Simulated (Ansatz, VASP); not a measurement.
## AlN in VASP and in Ansatz

The input INCAR:

```
SYSTEM = AlN
PREC = Accurate
ENCUT = 520
EDIFF = 1E-6
ISMEAR = 0
SIGMA = 0.05
LREAL = .FALSE.
LASPH = .TRUE.
NELM = 60
ALGO = Normal
ISIF = 2
LWAVE = .FALSE.
LCHARG = .FALSE.
GGA = PS
NBANDS = 11
```

Contents of KPOINTS:

```
Automatic mesh
0
G
  10 10 10
  0 0 0
```

Contents of POSCAR:

```
AlN
1.0
    0.1078698162      2.0410206446      2.0410206446
    2.0410206446      0.1078698162      2.0410206446
    2.0410206446      2.0410206446      0.1078698162
Al N
1 1
Direct
    0.5000000000      0.5000000000      0.5000000000
    0.0000000000      0.0000000000      0.0000000000
```

Input for Ansatz:

```yaml
crystal:
  lattice:
    - [0.1078698162, 2.0410206446, 2.0410206446]
    - [2.0410206446, 0.1078698162, 2.0410206446]
    - [2.0410206446, 2.0410206446, 0.1078698162]
  atoms:
    - { symbol: Al, position: [0.5, 0.5, 0.5] }
    - { symbol: "N", position: [0.0, 0.0, 0.0] }
basis:
  ecutwfc: 520.0
kpoints:
  mp_grid: { grid: [10, 10, 10] }
hamiltonian:
  xc: pbesol
  pseudopotentials: { kind: paw, azcp: { folder: soft_1 } }
scf:
  occupations: { method: gaussian, width: 0.05 }
output:
  forces: true
  stress: true
  eigenvalues: true
```

Alike in both runs: task single point; functional PBEsol; k mesh 10 × 10 × 10; occupations gaussian, width 0.05 eV; no spin polarisation.

|  | VASP | Ansatz |
| --- | --- | --- |
| version | VASP 6.6.1 | Ansatz 0.2.0 |
| potentials or method | VASP PAW PBE potentials, release 64 (Al, N), cutoff 520 eV | scalar-relativistic, plane waves, PAW |
| valence electrons in the cell | 8 | 8 |

|  | VASP | Ansatz | Ansatz less VASP |
| --- | --- | --- | --- |
| gap on the k mesh at the Fermi level (eV) | 3.73 | 3.73 | 0.000 |
| least direct gap on the mesh (eV) | 5.52 | 5.50 | -0.021 |
| pressure (GPa) | 16.7 | 16.6 | -0.13 |
| traceless stress, the component that is largest in VASP (GPa) | -19.55 | -19.53 | +0.015 |

VASP's potentials were made for PBE, not for PBEsol, and Ansatz warns of the same on its side. The functional is the same, so the differences come from potentials, cutoffs and numerics.
